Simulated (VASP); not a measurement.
Runs of VASP 6.6.1 on SbS3. The structure is that of space group Pm-3m (No. 221), or close to it. The cells are those of the table. 

```tsv
task	cell	k mesh	cutoff (eV)	gap on the mesh (eV)	pressure (GPa)	relaxed volume (Å³/atom)
relaxation of cell and atoms	relaxed from a = 4.464 Å, 4 atoms	4 × 4 × 4	600	none	0.0	(a)
single point	a = 4.246 Å, 4 atoms	4 × 4 × 4	520	none	-0.5	-
single point	a = 4.232 Å, 4 atoms	12 × 12 × 12	520	none	-0.3	-
relaxation of cell and atoms	relaxed from a = 4.246 Å, 4 atoms	12 × 12 × 12	600	none	0.0	18.87
single point	a = 4.464 Å, 4 atoms	4 × 4 × 4	520	none	(b)	-
```

Alike in all rows: level PBE; potentials or basis VASP PAW PBE potentials, release 64 (Sb, S); no spin polarisation; smearing gaussian 0.1 eV.

Question: Fill in the values left out.

Answer: (a) 19.01; (b) -8.1.

Caveats: some runs use coarse meshes; spin-orbit coupling is left out, which moves the levels of the heavy elements; the cell stands under tension (at least some runs).

A k mesh can miss the band edges, and the runs leave out spin-orbit coupling on Sb.

A gap of «none» marks levels without a gap at the run's occupations.
